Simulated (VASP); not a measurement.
A run of VASP 6.6.1 is set up as follows.

The input POSCAR:

```
BiTe
1.0
    0.0000000000      3.2561960114      3.2561960114
    3.2561960114      0.0000000000      3.2561960114
    3.2561960114      3.2561960114      0.0000000000
Bi Te
1 1
Direct
    0.0000000000      0.0000000000      0.0000000000
    0.5000000000      0.5000000000      0.5000000000
```

INCAR.step1

```
SYSTEM = BiTe
  PREC = Accurate
  ENCUT = 520
  ISMEAR = 0
  SIGMA = 0.1
  LREAL = .False.
  LASPH = .True.
  NELM = 100
  NBANDS = 18
  GGA = PE
  ALGO = Normal
  EDIFF = 1E-4
  LWAVE = .True.
  LCHARG = .False.
```

File INCAR.step2:

```
SYSTEM = BiTe
  PREC = Accurate
  ENCUT = 520
  EDIFF = 1E-6
  ISMEAR = 0
  SIGMA = 0.1
  LREAL = .False.
  LASPH = .True.
  NELM = 100
  ALGO = Normal
  ISIF = 2
  LWAVE = .False.
  LCHARG = .False.
  METAGGA = R2SCAN
  LMIXTAU = .True.
  NBANDS = 18
  ISTART = 1
```

The input KPOINTS:

```
Automatic mesh
0
Gamma
  12 12 12
  0 0 0
```

Potentials or basis: VASP PAW PBE potentials, release 64 (Bi_d, Te).

The run is started by

```sh
$ cat potpaw_PBE.64/Bi_d/POTCAR potpaw_PBE.64/Te/POTCAR > POTCAR
$ cp INCAR.step1 INCAR
$ mpirun -np 1 vasp_std > vasp.out
$ cp INCAR.step2 INCAR
$ mpirun -np 1 vasp_std > vasp.out
```

Q: Estimate the band gap on the k mesh.

A: Zero (an odd number of electrons rules out a gap without spin polarisation).

Q: Predict the pressure.

A: -1.0 GPa.

Caveat: the PAW data sets were made with another functional, which shifts forces and pressure a little; spin-orbit coupling is left out, which moves the levels of the heavy elements.
